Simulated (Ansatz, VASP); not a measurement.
Two plane-wave programs on BaOs

```
CELL_PARAMETERS angstrom
3.72797 0.00000 0.00000
0.00000 3.72797 0.00000
0.00000 0.00000 3.72797
ATOMIC_POSITIONS crystal
Ba 0.00000 0.00000 0.00000
Os 0.50000 0.50000 0.50000
```

Alike in both runs: task single point; functional PBE; k mesh 8 × 8 × 8; occupations gaussian, width 0.05 eV; non-collinear spin, spin-orbit coupling.

|  | VASP | Ansatz |
| --- | --- | --- |
| version | VASP 6.6.1 | Ansatz 0.2.0 |
| potentials or method | VASP PAW PBE potentials, release 64 (Ba_sv, Os), cutoff 520 eV | plane waves, PAW |
| valence electrons in the cell | 18 | 26 |

Ansatz gave:

- pressure (GPa): 1.6

Problem. Which values does VASP return?

Solution. Pressure (GPa): 3.2.

VASP's potentials hold 18 valence electrons a cell and Ansatz's 26, so a difference there can come from the potentials and not from the codes.
